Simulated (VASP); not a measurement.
# Hf in VASP: further runs

The runs below take Hf through single point, with PBE.

Program: VASP 6.6.1. These are calculated values, not measurements. Logs are shortened: lines on timing, memory, paths and dates and some standing lists are left out, and cuts for length are marked.

**1. The cell of the first run**

The cell holds a sheet with vacuum, 1 atom: a = 2.899 Å, b = 2.899 Å, c = 23.800 Å, α = 90.00°, β = 90.00°, γ = 120.00°.

The cell was generated, and may not be a known phase.

**2. Single point, PBE**

INCAR reads:

```
  PREC = Accurate
  ENCUT = 520
  EDIFF = 1E-6
  ISMEAR = 0
  SIGMA = 0.1
  LREAL = F
  LASPH = T
  NELM = 100
  ALGO = Normal
  ISIF = 2
  LWAVE = F
  LCHARG = F
  LDIPOL = T
  IDIPOL = 3
  DIPOL = 0.5 0.5 0.294
  GGA = PE
  NBANDS = 11
```

KPOINTS reads:

```
regular mesh
0
Gamma
  6 6 1
```

POSCAR reads:

```
Hf
1.0
    2.8989538347      0.0000000000      0.0000000000
   -1.4494769174      2.5105676653      0.0000000000
    0.0000000000      0.0000000000     23.8000000000
Hf
1
Direct
    0.0000000000      0.0000000000      0.2941176471
```

Potentials or basis: VASP PAW PBE potentials, release 64 (Hf_pv).

The run is started by

```bash
> cat potpaw_PBE.64/Hf_pv/POTCAR > POTCAR
> mpirun -np 1 vasp_std > vasp.out
```

OUTCAR:

```text
PREC = Accurate
   ENCUT = 520
   EDIFF = 1E-6
   ISMEAR = 0
   LREAL = F
   LASPH = T
   NELM = 100
   ISIF = 2
   GGA = PE

 ion  position               nearest neighbor table
   1  0.000  0.000  0.294-

  LATTYP: Found a hexagonal cell.
 ALAT       =     2.8989538347
 C/A-ratio  =     8.2098582306

  Lattice vectors:

 A1 = (   2.8989538347,   0.0000000000,   0.0000000000)
 A2 = (  -1.4494769174,   2.5105676653,   0.0000000000)
 A3 = (   0.0000000000,   0.0000000000,  23.8000000000)

Analysis of symmetry for initial positions (statically):
=====================================================================
 Subroutine PRICEL returns:
 Original cell was already a primitive cell.

 Routine SETGRP: Setting up the symmetry group for a
 hexagonal supercell.

 Subroutine GETGRP returns: Found 24 space group operations
 (whereof 12 operations were pure point group operations)
 out of a pool of 24 trial point group operations.

The static configuration has the point symmetry C_6v.
 The point group associated with its full space group is D_6h.

Analysis of symmetry for dynamics (positions and initial velocities):
=====================================================================
 Subroutine PRICEL returns:
 Original cell was already a primitive cell.

 Routine SETGRP: Setting up the symmetry group for a
 hexagonal supercell.

 Subroutine GETGRP returns: Found 24 space group operations
 (whereof 12 operations were pure point group operations)
 out of a pool of 24 trial point group operations.

The dynamic configuration has the point symmetry C_6v.
 The point group associated with its full space group is D_6h.

 Subroutine INISYM returns: Found 24 space group operations
 (whereof 12 operations are pure point group operations),
 and found     1 'primitive' translations

----------------------------------------------------------------------------------------

                                     Primitive cell

  volume of cell :     173.2169

  direct lattice vectors                    reciprocal lattice vectors
     2.898953835  0.000000000  0.000000000     0.344952026  0.199158145  0.000000000
    -1.449476917  2.510567665  0.000000000     0.000000000  0.398316291  0.000000000
     0.000000000  0.000000000 23.800000000     0.000000000  0.000000000  0.042016807

  length of vectors
     2.898953835  2.898953835 23.800000000     0.398316291  0.398316291  0.042016807

  position of ions in fractional coordinates (direct lattice)
     0.000000000  0.000000000  0.294117647

  ion indices of the primitive-cell ions
   primitive index   ion index
                 1           1

----------------------------------------------------------------------------------------

 KPOINTS: regular mesh

Automatic generation of k-mesh.
 Grid dimensions read from file:
 generate k-points for:    6    6    1

 Generating k-lattice:

  Cartesian coordinates                     Fractional coordinates (reciprocal lattice)
     0.057492004  0.033193024  0.000000000     0.166666667  0.000000000  0.000000000
     0.000000000  0.066386048  0.000000000     0.000000000  0.166666667  0.000000000
     0.000000000  0.000000000  0.042016807     0.000000000  0.000000000  1.000000000

  Length of vectors
     0.066386048  0.066386048  0.042016807

  Shift w.r.t. Gamma in fractional coordinates (k-lattice)
     0.000000000  0.000000000  0.000000000

 Subroutine IBZKPT returns following result:
 ===========================================

 Found      7 irreducible k-points:

 Following reciprocal coordinates:
            Coordinates               Weight
  0.000000  0.000000  0.000000      1.000000
  0.166667 -0.000000  0.000000      6.000000
  0.333333 -0.000000  0.000000      6.000000
  0.500000  0.000000  0.000000      3.000000
  0.166667  0.166667  0.000000      6.000000
  0.333333  0.166667  0.000000     12.000000
  0.333333  0.333333  0.000000      2.000000
   k-points           NKPTS =      7   k-points in BZ     NKDIM =      7   number of bands    NBANDS=     11
   number of dos      NEDOS =    301   number of ions     NIONS =      1
   total plane-waves  NPLWV = 103680
   dimension x,y,z NGX =    24 NGY =   24 NGZ =  180
   dimension x,y,z NGXF=    48 NGYF=   48 NGZF=  360
   ions per type =               1
   NGX,Y,Z   is equivalent  to a cutoff of  13.76, 13.76, 12.57 a.u.
   NGXF,Y,Z  is equivalent  to a cutoff of  27.53, 27.53, 25.15 a.u.
 SYSTEM =  unknown system
   PREC   = accura    normal or accurate (medium, high low for compatibility)
   ISTART =      0    job   : 0-new  1-cont  2-samecut
   ICHARG =      2    charge: 1-file 2-atom 10-const
   ISPIN  =      1    spin polarized calculation?
   LNONCOLLINEAR =      F non collinear calculations
   LSORBIT =      F    spin-orbit coupling
   LASPH  =      T    aspherical Exc in radial PAW
   ENCUT  =  520.0 eV  38.22 Ry    6.18 a.u.   5.39  5.39 44.25*2*pi/ulx,y,z
   NELM   =    100;   NELMIN=  2; NELMDL= -5     # of ELM steps
   EDIFF  = 0.1E-05   stopping-criterion for ELM
   LREAL  =      F    real-space projection
   EDIFFG = 0.1E-04   stopping-criterion for IOM
   NSW    =      0    number of steps for IOM
   IBRION =     -1    ionic relax: 0-MD 1-quasi-New 2-CG
   NFREE  =      0    steps in history (QN), initial steepest desc. (CG)
   ISIF   =      2    stress and relaxation
   ISYM   =      2    0-nonsym 1-usesym 2-fastsym
   POTIM  = 0.5000    time-step for ionic-motion
   TEBEG  =    0.0;   TEEND  =   0.0 temperature during run
   PSTRESS=    0.0 pullay stress
   NELECT =      10.0000    total number of electrons
   NUPDOWN=      -1.0000    fix difference up-down
   EMIN   =  10.00;   EMAX   =-10.00  energy-range for DOS
   EFERMI =   0.00;   METHOD = LEGACY
   ISMEAR =     0;   SIGMA  =   0.10  broadening in eV -4-tet -1-fermi 0-gaus
   EFERMI_NEDOS =   21; number of points for ismear=-14 and -15
   IALGO  =     38    algorithm
   IMIX   =      4    mixing-type and parameters
     AMIX     =   0.40;   BMIX     =  1.00
     AMIX_MAG =   1.60;   BMIX_MAG =  1.00
  volume/ion in A,a.u.               =     173.22      1168.93
  Fermi-wavevector in a.u.,A,eV,Ry     =   0.632720  1.195667  5.446880  0.400334
  Thomas-Fermi vector in A             =   1.696132
   LORBIT       =      0    0 simple, 1 ext, 2 COOP (PROOUT), +10 PAW based schemes
   GGA     = PE    functional components
   LHFCALC =     F    Hartree Fock is set to
   AEXX    =    0.0000 exact exchange contribution
   IVDW    =     0    specifies the selected vdW correction
   LEPSILON=     F    determine dielectric tensor
   LRPA    =     F    only Hartree local field effects (RPA)
 non-spin polarized calculation
 Gauss-broadening in eV      SIGMA  =   0.10
  energy-cutoff  :      520.00
  volume of cell :      173.22
 maximum number of plane-waves:      4745
 NGX is ok and might be reduce to    24
   NGX = 11   NGY = 11   NGZ = 89

 dipolmoment           0.000000      0.000000     -0.000001 electrons x Angstroem

 number of electron      10.0000000 magnetization

 dipolmoment           0.000000      0.000000      0.000001 electrons x Angstroem

 Free energy of the ion-electron system (eV)
  ---------------------------------------------------
  ext. energy  EPLUGINS =         0.00000000
  ---------------------------------------------------
  free energy    TOTEN  =        -7.85994515 eV

  energy without entropy =       -7.84715008  energy(sigma->0) =       -7.85354761

 E-fermi :  -3.0803     XC(G=0):  -2.2047

 val. band max:       -3.0957687595   @ k =   0.1667  -0.0000   0.0000
 cond. band min:      -2.9804432571   @ k =   0.1667  -0.0000   0.0000
 fundamental gap:      0.1153255025
 Fermi energy:        -3.0803183938

 k-point     1 :       0.0000    0.0000    0.0000
  band No.  band energies     occupation
      1     -33.9022      2.00000
      2     -32.9729      2.00000
      3     -32.9729      2.00000
      4      -8.7234      2.00000
      5      -3.5108      2.00000
      6      -2.9167      0.02069
      7      -1.2661      0.00000
      8      -1.2661      0.00000
      9       0.9305      0.00000
     10       1.1454      0.00000
     11       1.5000      0.00000

 k-point     2 :       0.1667   -0.0000    0.0000
  band No.  band energies     occupation
      1     -33.8503      2.00000
      2     -33.3348      2.00000
      3     -33.0533      2.00000
      4      -7.5790      2.00000
      5      -3.0958      1.17296
      6      -2.9804      0.15782
      7      -2.1989      0.00000
      8      -0.1912      0.00000
      9       1.0741      0.00000
     10       1.5635      0.00000
     11       1.9898      0.00000

 k-point     3 :       0.3333   -0.0000    0.0000
  band No.  band energies     occupation
      1     -34.0078      2.00000
      2     -33.7451      2.00000
      3     -33.2101      2.00000
      4      -5.9437      2.00000
      5      -3.8176      2.00000
      6      -2.7216      0.00000
      7      -0.9096      0.00000
      8       1.2961      0.00000
      9       1.8334      0.00000
     10       2.6748      0.00000
     11       3.4040      0.00000

 k-point     4 :       0.5000    0.0000    0.0000
  band No.  band energies     occupation
      1     -34.3228      2.00000
      2     -33.6916      2.00000
      3     -33.2868      2.00000
      4      -6.0106      2.00000
      5      -4.2462      2.00000
      6      -0.7590      0.00000
      7      -0.2712      0.00000
      8       0.9880      0.00000
      9       3.0630      0.00000
     10       5.0948      0.00000
     11       5.9952      0.00000

 k-point     5 :       0.1667    0.1667    0.0000
  band No.  band energies     occupation
      1     -33.7800      2.00000
      2     -33.7716      2.00000
      3     -33.2434      2.00000
      4      -5.7157      2.00000
      5      -3.4943      2.00000
      6      -3.3152      1.99910
      7      -1.9204      0.00000
      8       0.8135      0.00000
      9       1.6795      0.00000
     10       2.1356      0.00000
     11       2.8169      0.00000

 k-point     6 :       0.3333    0.1667    0.0000
  band No.  band energies     occupation
      1     -34.1583      2.00000
      2     -33.6918      2.00000
      3     -33.4757      2.00000
      4      -4.8002      2.00000
      5      -3.8113      2.00000
      6      -2.0815      0.00000
      7      -0.5767      0.00000
      8      -0.5452      0.00000
      9       3.6145      0.00000
     10       4.3810      0.00000
     11       5.6419      0.00000

 k-point     7 :       0.3333    0.3333    0.0000
  band No.  band energies     occupation
      1     -33.9265      2.00000
      2     -33.9265      2.00000
      3     -33.6651      2.00000
      4      -2.7498      0.00000
      5      -2.7498      0.00000
      6      -2.6958      0.00000
      7      -2.6958      0.00000
      8      -0.2736      0.00000
      9       5.1700      0.00000
     10       5.5765      0.00000
     11       5.8806      0.00000

------------------------ aborting loop because EDIFF is reached ----------------------------------------

 vacuum level on the upper side and lower side of the slab       (xc-potential included)        -0.010        -0.010

  FORCE on cell =-STRESS in cart. coord.  units (eV):
  Direction    XX          YY          ZZ          XY          YZ          ZX
  --------------------------------------------------------------------------------------
  -------------------------------------------------------------------------------------
  Total       -0.0845922     -0.0845922     -0.0032623      0.0000000     -0.0000000     -0.0000000
  in kB       -0.7824391     -0.7824391     -0.0301747      0.0000000     -0.0000000     -0.0000000
  external PRESSURE =      -0.5316843 kB  Pullay stress =       0.0000000 kB

 VOLUME and BASIS-vectors are now :
 -----------------------------------------------------------------------------
  energy-cutoff  :      520.00
  volume of cell :      173.22
      direct lattice vectors                 reciprocal lattice vectors
     2.898953835  0.000000000  0.000000000     0.344952026  0.199158145  0.000000000
    -1.449476917  2.510567665  0.000000000     0.000000000  0.398316291  0.000000000
     0.000000000  0.000000000 23.800000000     0.000000000  0.000000000  0.042016807

 POSITION                                       TOTAL-FORCE (eV/Angst)
 -----------------------------------------------------------------------------------
      0.00000      0.00000      7.00000         0.000000      0.000000      0.000000
 -----------------------------------------------------------------------------------
    total drift:                                0.000000      0.000000      0.000020

  FREE ENERGIE OF THE ION-ELECTRON SYSTEM (eV)
  ---------------------------------------------------
  free  energy   TOTEN  =        -7.8599451466 eV

  energy  without entropy=       -7.8471500818  energy(sigma->0) =       -7.85354761

 vacuum level on the upper side and lower side of the slab         1.258         1.258
```

It took 32 s on 1 thread of AMD EPYC 7R43 (Zen 3), shared host; peak memory 0.24 GiB.

What came out:

```yaml
Free_energy: -7.8599 eV
Band_gap_on_the_k_mesh: zero (bands 5 and 6 overlap by 0.57 eV)
```

Levels at points of the mesh, in eV from the Fermi level:
```csv
k point,band 1,band 2,band 3,band 4,band 5,band 6,band 7,band 8,band 9,band 10
"(0.00, 0.00, 0.00)",-30.82,-29.89,-29.89,-5.64,-0.43,0.16,1.81,1.81,4.01,4.23
"(0.50, 0.00, 0.00)",-31.24,-30.61,-30.21,-2.93,-1.17,2.32,2.81,4.07,6.14,8.18
```

Caveat: the k points lie up to 0.42 Å⁻¹ apart, too coarse for converged energies and pressures of a metal; spin-orbit coupling is left out, which moves the levels of the heavy elements.

**3. Single point, PBE**

INCAR reads:

```
SYSTEM = Hf
ALGO = Normal
DIPOL = 0.5 0.5 0.294
EDIFF = 1E-6
ENCUT = 520
GGA = PE
IDIPOL = 3
ISIF = 2
ISMEAR = 0
LASPH = .True.
LCHARG = .True.
LDIPOL = .True.
LELF = .True.
LREAL = .False.
LVACPOTAV = .True.
LVHAR = .True.
LWAVE = .False.
NBANDS = 11
NELM = 60
PREC = Accurate
SIGMA = 0.1
```

KPOINTS reads:

```
k-points
0
Gamma
  24 24 1
  0 0 0
```

POSCAR is that of step 2.

Potentials or basis: VASP PAW PBE potentials, release 64 (Hf_pv).

The run is started by

```bash
> cat potpaw_PBE.64/Hf_pv/POTCAR > POTCAR
> mpirun -np 1 vasp_std > vasp.out
```

Wall time 3 min (1 thread of AMD EPYC 7R43 (Zen 3), shared host); peak memory 0.32 GiB.

It converged, with:

| Item | Value |
| --- | --- |
| Free energy | -7.7942 eV |
| Band gap on the k mesh | zero (bands 5 and 6 overlap by 0.85 eV) |

Levels at points of the mesh, in eV from the Fermi level:
```csv
k point,band 2,band 3,band 4,band 5,band 6,band 7,band 8,band 9
"(0.00, 0.00, 0.00)",-29.78,-29.78,-5.54,-0.32,0.27,1.92,1.92,4.02
"(0.50, 0.00, 0.00)",-30.45,-30.09,-2.83,-1.05,2.44,2.91,4.20,6.25
```

Caveat: spin-orbit coupling is left out, which moves the levels of the heavy elements.

(Part 1 of 2 ends here.)

The gap in the log of VASP goes by the Fermi energy; the results here count the filled bands.